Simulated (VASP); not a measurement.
The system is Pt.

```
Pt
1.0
    -1.58422    1.58422    1.58422
     1.58422   -1.58422    1.58422
     1.58422    1.58422   -1.58422
Pt
1
Direct
  0.00000 0.00000 0.00000
```

```yaml
Program: VASP 6.6.1
Task: relaxation of cell and atoms
Functional: r2SCAN
Potentials_or_basis: VASP PAW PBE potentials, release 64 (Pt)
Cutoff: 550 eV
k_mesh: 15 × 15 × 15
Occupations: fermi-dirac, width 0.1 eV
Spin: no spin polarisation
```

At the start: pressure -6.0 GPa; volume 15.90 Å³/atom.

Task: How do energy, volume and symmetry change on relaxing?

Result: Over 4 steps the energy falls by 7.5 meV/atom and the volume is 15.51 Å³/atom (-2.4 %); space group Im-3m (No. 229, to 0.05 Å).

The path:
| step | energy change (eV) | largest force (eV/Å) | pressure (GPa) | volume (Å³) |
| --- | --- | --- | --- | --- |
| 1 | 0.0000 | 0.0000 | -6.01 | 15.90 |
| 2 | 0.0457 | 0.0000 | 19.37 | 14.57 |
| 3 | -0.0075 | 0.0000 | -0.12 | 15.52 |
| 4 | -0.0075 | 0.0000 | 0.01 | 15.51 |

Final structure:
```yaml
crystal:
  lattice:
    - [-1.57119, 1.57119, 1.57119]
    - [1.57119, -1.57119, 1.57119]
    - [1.57119, 1.57119, -1.57119]
  atoms:
    - { symbol: Pt, position: [0.00000, 0.00000, 0.00000] }
```

Caveat: the PAW data sets were made with another functional, which shifts forces and pressure a little.
